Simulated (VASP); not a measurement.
# TaN (P6_3/mmc) in VASP: single point with r2SCAN

Aim: the single point of TaN with r2SCAN.

Program: VASP 6.6.1. These are calculated values, not measurements. Logs are shortened: lines on timing, memory, paths and dates and some standing lists are left out, and cuts for length are marked.

## Step 1: The cell of the first run

The structure is hexagonal, space group P6_3/mmc (No. 194). Conventional cell: a = 3.048 Å, b = 3.048 Å, c = 4.918 Å, α = 90.00°, β = 90.00°, γ = 120.00°. Ta (site symmetry -3m) has 6 N at 2.15 Å and 2 Ta at 2.46 Å within 2.8 Å. N (site symmetry -6m2) has 6 Ta at 2.15 Å within 2.8 Å.

## Step 2: Single point, r2SCAN

Contents of POSCAR:

```
TaN
1.0
    3.0480019786      0.0000000000      0.0000000000
   -1.5240009893      2.6396471442      0.0000000000
    0.0000000000      0.0000000000      4.9180000000
Ta N
2 2
Direct
    0.0000000000      0.0000000000      0.0000000000
    0.0000000000      0.0000000000      0.5000000000
    0.3333333333      0.6666666667      0.2500000000
    0.6666666667      0.3333333333      0.7500000000
```

Contents of INCAR.step1:

```
PREC = Accurate ; ENCUT = 520
ISMEAR = 0 ; SIGMA = 0.1
LREAL = False ; LASPH = True
NELM = 60 ; NBANDS = 24
GGA = PE ; ALGO = Normal
EDIFF = 1E-4 ; LWAVE = True
LCHARG = False
```

Contents of INCAR.step2:

```
PREC = Accurate ; ENCUT = 520
EDIFF = 1E-6 ; ISMEAR = 0
SIGMA = 0.1 ; LREAL = False
LASPH = True ; NELM = 60
ALGO = Normal ; ISIF = 2
LWAVE = False ; LCHARG = True
METAGGA = R2SCAN ; LMIXTAU = True
LELF = True ; LVHAR = True
NBANDS = 24 ; ISTART = 1
```

Contents of KPOINTS:

```
Automatic mesh
0
Gamma
  6 6 4
```

Potentials or basis: VASP PAW PBE potentials, release 64 (Ta_pv, N).

The run is started by

```console
$ cat potpaw_PBE.64/Ta_pv/POTCAR potpaw_PBE.64/N/POTCAR > POTCAR
$ cp INCAR.step1 INCAR
$ mpirun -np 1 vasp_std > vasp.out
$ cp INCAR.step2 INCAR
$ mpirun -np 1 vasp_std > vasp.out
```

OUTCAR:

```text
PREC = Accurate
   ENCUT = 520
   EDIFF = 1E-6
   ISMEAR = 0
   LREAL = False
   LASPH = True
   NELM = 60
   ISIF = 2
   METAGGA = R2SCAN
   ISTART = 1

 ion  position               nearest neighbor table
   1  0.000  0.000  0.000-   3 2.15   4 2.15   3 2.15   4 2.15   4 2.15   3 2.15   2 2.46   2 2.46

   2  0.000  0.000  0.500-   3 2.15   4 2.15   3 2.15   4 2.15   4 2.15   3 2.15   1 2.46   1 2.46

   3  0.333  0.667  0.250-   1 2.15   2 2.15   1 2.15   2 2.15   1 2.15   2 2.15
   4  0.667  0.333  0.750-   1 2.15   2 2.15   1 2.15   2 2.15   1 2.15   2 2.15

  LATTYP: Found a hexagonal cell.
 ALAT       =     3.0480019786
 C/A-ratio  =     1.6135160130

  Lattice vectors:

 A1 = (   3.0480019786,   0.0000000000,   0.0000000000)
 A2 = (  -1.5240009893,   2.6396471442,   0.0000000000)
 A3 = (   0.0000000000,   0.0000000000,   4.9180000000)

Analysis of symmetry for initial positions (statically):
=====================================================================
 Subroutine PRICEL returns:
 Original cell was already a primitive cell.

 Routine SETGRP: Setting up the symmetry group for a
 hexagonal supercell.

 Subroutine GETGRP returns: Found 24 space group operations
 (whereof 12 operations were pure point group operations)
 out of a pool of 24 trial point group operations.

The static configuration has the point symmetry D_3d.
 The point group associated with its full space group is D_6h.

Analysis of symmetry for dynamics (positions and initial velocities):
=====================================================================
 Subroutine PRICEL returns:
 Original cell was already a primitive cell.

 Routine SETGRP: Setting up the symmetry group for a
 hexagonal supercell.

 Subroutine GETGRP returns: Found 24 space group operations
 (whereof 12 operations were pure point group operations)
 out of a pool of 24 trial point group operations.

The dynamic configuration has the point symmetry D_3d.
 The point group associated with its full space group is D_6h.

 Subroutine INISYM returns: Found 24 space group operations
 (whereof 12 operations are pure point group operations),
 and found     1 'primitive' translations

----------------------------------------------------------------------------------------
[... 82 lines left out ...]
   NGXF,Y,Z  is equivalent  to a cutoff of  26.18, 26.18, 27.04 a.u.
 SYSTEM =  unknown system
   PREC   = accura    normal or accurate (medium, high low for compatibility)
   ISTART =      1    job   : 0-new  1-cont  2-samecut
   ICHARG =      0    charge: 1-file 2-atom 10-const
   ISPIN  =      1    spin polarized calculation?
   LNONCOLLINEAR =      F non collinear calculations
   LSORBIT =      F    spin-orbit coupling
   LASPH  =      T    aspherical Exc in radial PAW
   ENCUT  =  520.0 eV  38.22 Ry    6.18 a.u.   5.67  5.67  9.14*2*pi/ulx,y,z
   NELM   =     60;   NELMIN=  2; NELMDL=  0     # of ELM steps
   EDIFF  = 0.1E-05   stopping-criterion for ELM
   LREAL  =      F    real-space projection
[... 7 lines left out ...]
   TEBEG  =    0.0;   TEEND  =   0.0 temperature during run
   PSTRESS=    0.0 pullay stress
   NELECT =      32.0000    total number of electrons
   NUPDOWN=      -1.0000    fix difference up-down
   EMIN   =  10.00;   EMAX   =-10.00  energy-range for DOS
   EFERMI =   0.00;   METHOD = LEGACY
   ISMEAR =     0;   SIGMA  =   0.10  broadening in eV -4-tet -1-fermi 0-gaus
   EFERMI_NEDOS =   21; number of points for ismear=-14 and -15
   IALGO  =     38    algorithm
   IMIX   =      4    mixing-type and parameters
     AMIX     =   0.40;   BMIX     =  1.00
     AMIX_MAG =   1.60;   BMIX_MAG =  1.00
  volume/ion in A,a.u.               =       9.89        66.76
  Fermi-wavevector in a.u.,A,eV,Ry     =   1.525252  2.882308 31.652508  2.326394
  Thomas-Fermi vector in A             =   2.633448
   LORBIT       =      0    0 simple, 1 ext, 2 COOP (PROOUT), +10 PAW based schemes
   METAGGA = R2SCAN    functional components
   LHFCALC =     F    Hartree Fock is set to
   AEXX    =    0.0000 exact exchange contribution
   IVDW    =     0    specifies the selected vdW correction
   LEPSILON=     F    determine dielectric tensor
   LRPA    =     F    only Hartree local field effects (RPA)
 non-spin polarized calculation
 Gauss-broadening in eV      SIGMA  =   0.10
  energy-cutoff  :      520.00
  volume of cell :       39.57
 maximum number of plane-waves:      1087
 NGX is ok and might be reduce to    24
   NGX = 11   NGY = 11   NGZ = 19

 number of electron      32.0000002 magnetization

 Free energy of the ion-electron system (eV)
  ---------------------------------------------------
  ext. energy  EPLUGINS =         0.00000000
  ---------------------------------------------------
  free energy    TOTEN  =      -117.05703438 eV

  energy without entropy =     -117.04318380  energy(sigma->0) =     -117.05010909

 E-fermi :   9.9316     XC(G=0): -14.7765

 val. band max:        9.9142166064   @ k =   0.1667   0.1667   0.5000
 cond. band min:       9.9899999485   @ k =   0.3333   0.3333   0.2500
 fundamental gap:      0.0757833421
 Fermi energy:         9.9315865848

 k-point     1 :       0.0000    0.0000    0.0000
  band No.  band energies     occupation
      1     -28.6545      2.00000
      2     -26.7268      2.00000
      3     -26.7268      2.00000
      4     -26.3409      2.00000
      5     -26.3409      2.00000
      6     -25.4949      2.00000
[... 556 lines left out ...]
     23      18.7357      0.00000
     24      18.7357      0.00000

------------------------ aborting loop because EDIFF is reached ----------------------------------------

  FORCE on cell =-STRESS in cart. coord.  units (eV):
  Direction    XX          YY          ZZ          XY          YZ          ZX
  --------------------------------------------------------------------------------------
  -------------------------------------------------------------------------------------
  Total        7.4539152      7.4539152     27.7440608      0.0000000     -0.0000000     -0.0000000
  in kB      301.8181711    301.8181711   1123.3910618      0.0000000     -0.0000000     -0.0000000
  external PRESSURE =     575.6758013 kB  Pullay stress =       0.0000000 kB

 VOLUME and BASIS-vectors are now :
 -----------------------------------------------------------------------------
  energy-cutoff  :      520.00
  volume of cell :       39.57
      direct lattice vectors                 reciprocal lattice vectors
     3.048001979  0.000000000  0.000000000     0.328083777  0.189419257  0.000000000
    -1.524000989  2.639647144  0.000000000     0.000000000  0.378838513  0.000000000
     0.000000000  0.000000000  4.918000000     0.000000000  0.000000000  0.203334689

 POSITION                                       TOTAL-FORCE (eV/Angst)
 -----------------------------------------------------------------------------------
      0.00000      0.00000      0.00000         0.000000      0.000000     -0.000000
      0.00000      0.00000      2.45900         0.000000      0.000000     -0.000000
     -0.00000      1.75976      1.22950        -0.000000      0.000000      0.000000
      1.52400      0.87988      3.68850         0.000000     -0.000000     -0.000000
 -----------------------------------------------------------------------------------
    total drift:                               -0.000000      0.000000      0.000000

  FREE ENERGIE OF THE ION-ELECTRON SYSTEM (eV)
  ---------------------------------------------------
  free  energy   TOTEN  =      -117.0570343792 eV

  energy  without entropy=     -117.0431837988  energy(sigma->0) =     -117.05010909
```

It took 74 s on 1 thread of Intel Xeon Platinum 8175M at 2.50GHz (Skylake/Cascade Lake), shared host; peak memory 0.18 GiB.

What came out:

- Free energy: -117.0570 eV
- Pressure: 57.6 GPa
- Band gap on the k mesh: zero (band 16 reaches 10.59 eV, above the bottom of band 17 at 8.08 eV)

Caveat: the k points lie up to 0.40 Å⁻¹ apart; the PAW data sets were made with another functional, which shifts forces and pressure a little; spin-orbit coupling is left out, which moves the levels of the heavy elements.
